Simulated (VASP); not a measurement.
LaH3Pd, 5 atoms in the cell. The structure is cubic, space group Pm-3m (No. 221). Conventional cell: a = 3.759 Å, b = 3.759 Å, c = 3.759 Å, α = 90.00°, β = 90.00°, γ = 90.00°. Within 2.5 Å of Pd (site symmetry m-3m) lie 6 H at 1.88 Å. Within 2.5 Å of H (site symmetry 4/mmm) lie 2 Pd at 1.88 Å. Within 3.5 Å of La (site symmetry m-3m) lie 12 H at 2.66 Å and 8 Pd at 3.26 Å. 

| Quantity | Value |
| --- | --- |
| Program | VASP 6.6.1 |
| Task | single point |
| Functional | r2SCAN |
| Potentials or basis | VASP PAW PBE potentials, release 64 (Pd, H, La) |
| Cutoff | 520 eV |
| k mesh | 9 × 9 × 9 |
| Occupations | fermi-dirac, width 0.1 eV |
| Spin | non-collinear spin, zero start, spin-orbit coupling |
| Starting moments | [[0.0, 0.0, 0.0], [0.0, 0.0, 0.0], [0.0, 0.0, 0.0], [0.0, 0.0, 0.0], [0.0, 0.0, 0.0]] μB |
| Dipole correction | no |
| Further INCAR settings | ALGO = Normal; EDIFF = 1e-06; NBANDS = 39 |

Potentials or basis: VASP PAW PBE potentials, release 64 (Pd, H, La).

Command:

```console
$ cat potpaw_PBE.64/Pd/POTCAR potpaw_PBE.64/H/POTCAR potpaw_PBE.64/La/POTCAR > POTCAR
$ cp INCAR.step1 INCAR
$ mpirun -np 1 vasp_ncl > vasp.out
$ cp INCAR.step2 INCAR
$ mpirun -np 1 vasp_ncl > vasp.out
```

Hardware: 1 thread of Intel(R) Xeon(R) Platinum 8488C (Sapphire Rapids), with other jobs on the host.

Question: Estimate the wall time of this run.

Answer: Wall time 13 min on 1 thread of Intel(R) Xeon(R) Platinum 8488C (Sapphire Rapids), on a shared host, peak memory 0.38 GiB. Counts: k points 35.
